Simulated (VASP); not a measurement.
Set up this calculation in VASP 6.6.1, as the native input.

```yaml
Task: single point
Functional: PBEsol
Potentials_or_basis: VASP PAW PBE potentials, release 64 (Ba_sv, Ti_sv, O)
Cutoff: 520 eV
k_mesh: 8 × 8 × 8
Occupations: fermi-dirac, width 0.05 eV
Spin: no spin polarisation
Dipole_correction: no
Further_INCAR_settings: ALGO = Normal; EDIFF = 1e-06; NBANDS = 28
```

The structure of BaTiO3 lies in POSCAR:

```
BaTiO3
1.0
    4.0239410000      0.0000000000      0.0000000000
    0.0000000000      2.8654205000      2.8458000000
    0.0000000000     -2.8654205000      2.8458000000
Ba Ti O
1 1 3
Direct
    0.0000000000      0.0000000000      0.0000000000
    0.5000000000      0.5079000000      0.5079000000
    0.0000000000      0.4921000000      0.4921000000
    0.5000000000      0.5025100000      0.9937100000
    0.5000000000      0.9937100000      0.5025100000
```

This cell differs from its parent crystal: equal xx and yy strain of +1 %.

The input as run:

INCAR

```
PREC = Accurate
ENCUT = 520
EDIFF = 1E-6
ISMEAR = -1
SIGMA = 0.05
LREAL = False
LASPH = True
NELM = 60
ALGO = Normal
ISIF = 2
LWAVE = False
LCHARG = False
GGA = PS
NBANDS = 28
```

KPOINTS

```
Automatic mesh
0
Gamma
  8 8 8
```

Potentials or basis: VASP PAW PBE potentials, release 64 (Ba_sv, Ti_sv, O).

The run is started by

```console
$ cat potpaw_PBE.64/Ba_sv/POTCAR potpaw_PBE.64/Ti_sv/POTCAR potpaw_PBE.64/O/POTCAR > POTCAR
$ mpirun -np 1 vasp_std > vasp.out
```

Results of the run:

```json
{
  "Pressure": "-5.7 GPa",
  "Largest force": "0.247 eV/Å",
  "Band gap on the k mesh": "1.72 eV, indirect (least direct gap 1.92 eV)"
}
```

Caveat: the cell differs from its parent crystal (equal xx and yy strain of +1 %); the PAW data sets were made with another functional, which shifts forces and pressure a little; spin-orbit coupling is left out, which moves the levels of the heavy elements.

Wall time 2.9 min on 1 thread of Intel(R) Xeon(R) Platinum 8375C CPU @ 2.90GHz (Ice Lake) (shared host), peak memory 0.31 GiB.
